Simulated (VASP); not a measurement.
GeSe, 8 atoms in the cell. The structure is orthorhombic, space group Pnma (No. 62). The conventional cell has a = 11.239 Å, b = 3.794 Å, c = 4.714 Å, α = 90.00°, β = 90.00°, γ = 90.00°. Ge (site symmetry m) has 3 Se at 2.56 Å within 3.4 Å. Within 3.4 Å of Se (site symmetry m) lie 3 Ge at 2.56 Å.  This cell differs from its parent crystal: uniaxial z strain +1.0%.

| Property | Result |
| --- | --- |
| Program | VASP 6.6.1 |
| Task | single point |
| Functional | r2SCAN |
| Potentials or basis | VASP PAW PBE potentials, release 64 (Ge_d, Se) |
| Cutoff | 550 eV |
| k mesh | 2 × 6 × 6 |
| Occupations | gaussian, width 0.01 eV |
| Spin | no spin polarisation |
| Dipole correction | no |
| Further INCAR settings | ALGO = Normal; EDIFF = 1e-06; NBANDS = 50 |

Potentials or basis: VASP PAW PBE potentials, release 64 (Ge_d, Se).

Command:

```console
$ cat potpaw_PBE.64/Ge_d/POTCAR potpaw_PBE.64/Se/POTCAR > POTCAR
$ cp INCAR.step1 INCAR
$ mpirun -np 1 vasp_std > vasp.out
$ cp INCAR.step2 INCAR
$ mpirun -np 1 vasp_std > vasp.out
```

Hardware: 1 thread of Oxide Virtual Turin-like Processor, with other jobs on the host.

Question: Estimate the wall time of this run.

Answer: Run time: 29 min on 1 thread of Oxide Virtual Turin-like Processor, on a shared host, peak memory 0.47 GiB. Counts: k points 32.
